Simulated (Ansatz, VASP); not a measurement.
Two plane-wave programs on Al2Cu

```
Al Cu
1.0
    -2.87485    2.87485    2.53895
     2.87485   -2.87485    2.53895
     2.87485    2.87485   -2.53895
Al Cu
4 2
Direct
  0.15872 0.65872 0.81744
  0.65872 0.84128 0.50000
  0.84128 0.34128 0.18256
  0.34128 0.15872 0.50000
  0.75000 0.75000 0.00000
  0.25000 0.25000 0.00000
```

Alike in both runs: task single point; functional PBE; k mesh 10 × 10 × 10; occupations gaussian, width 0.15 eV; no spin polarisation.

|  | VASP | Ansatz |
| --- | --- | --- |
| version | VASP 6.6.1 | Ansatz 0.2.0 |
| potentials or method | VASP PAW PBE potentials, release 64 (Al, Cu), cutoff 520 eV | scalar-relativistic, plane waves, PAW |
| valence electrons in the cell | 34 | 50 |

|  | VASP | Ansatz | Ansatz less VASP |
| --- | --- | --- | --- |
| gap on the k mesh at the Fermi level (eV) | none | none | - |
| pressure (GPa) | 8.4 | 8.2 | -0.22 |
| traceless stress, the component that is largest in VASP (GPa) | -6.97 | -7.05 | -0.088 |
| rms of the force components (eV/Å) | 0.144 | 0.145 | +0.0017 |

Atom by atom the forces differ by 0.002 eV/Å (rms over components). A gap of «none» marks a metal or a gap that the smearing closes. VASP's potentials hold 34 valence electrons a cell and Ansatz's 50, so a difference there can come from the potentials and not from the codes.
